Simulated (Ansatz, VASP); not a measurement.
**One calculation of Sb, two programs**

Contents of INCAR:

```
SYSTEM = Sb
PREC     = Accurate       ! precision mode
ENCUT    = 520            ! plane-wave cutoff, eV
EDIFF    = 1E-8           ! SCF threshold, eV
ISMEAR   = -1             ! smearing method
SIGMA    = 0.05           ! smearing width, eV
LREAL    = .False.        ! projectors in reciprocal space
LASPH    = .True.         ! aspherical terms in the spheres
NELM     = 80             ! most SCF steps
ALGO     = Normal         ! electronic algorithm
ISIF     = 2              ! what is computed and relaxed
LWAVE    = .False.        ! write WAVECAR
LCHARG   = .False.        ! write CHGCAR
GGA      = PS             ! functional
LEFG     = .True.       
NBANDS   = 12             ! bands
```

The input KPOINTS:

```
Automatic mesh
0
Gamma
  12 12 7
  0 0 0
```

The input POSCAR:

```
Sb
1.0
    3.4350757818      0.0000000000      0.0000000000
   -1.7175378909      2.9748628909      0.0000000000
    0.0000000000      0.0000000000      5.4345363435
Sb
2
Direct
    0.3333333333      0.6666666667      0.2500000000
    0.6666666667      0.3333333333      0.7500000000
```

Input for Ansatz:

```yaml
crystal:
  lattice:
    - [3.4350757818, 0.0, 0.0]
    - [-1.7175378909, 2.9748628909, 0.0]
    - [0.0, 0.0, 5.4345363435]
  atoms:
    - { symbol: Sb, position: [0.3333333333, 0.6666666667, 0.25] }
    - { symbol: Sb, position: [0.6666666667, 0.3333333333, 0.75] }
kpoints:
  mp_grid: { grid: [12, 12, 7] }
scf:
  occupations: { method: fermi_dirac, width: 0.05 }
hamiltonian:
  xc: pbesol
  pseudopotentials: { kind: paw }
output:
  forces: true
  stress: true
  eigenvalues: true
  efg: { contact_densities: true }
```

Change from the starting cell: volume scaled by 1.06, PAW files.

Alike in both runs: task electric field gradients; functional PBEsol; k mesh 12 × 12 × 7; occupations fermi-dirac, width 0.05 eV; no spin polarisation.

```csv
,VASP,Ansatz
version,VASP 6.6.1,Ansatz 0.2.0
potentials or method,"VASP PAW PBE potentials, release 64 (Sb)","PAW with Ansatz's default frozen-core files, scalar-relativistic"
plane-wave cutoff (eV),520,420
valence electrons in the cell,10,30
```

Ansatz gave:

```
pressure (GPa)                                                : -3.7
traceless stress, the component that is largest in VASP (GPa) : -0.74
size of Vzz on the site where it differs most (V/Å²)          : 24.4
```

Q: Which values does VASP return?

A: Pressure (GPa): -3.7; traceless stress, the component that is largest in VASP (GPa): -0.75; size of Vzz on the site where it differs most (V/Å²): 22.6.

VASP's potentials were made for PBE, not for PBEsol. VASP's potentials hold 10 valence electrons a cell and Ansatz's 30, so a difference there can come from the potentials and not from the codes.

Spin-orbit coupling is off throughout.
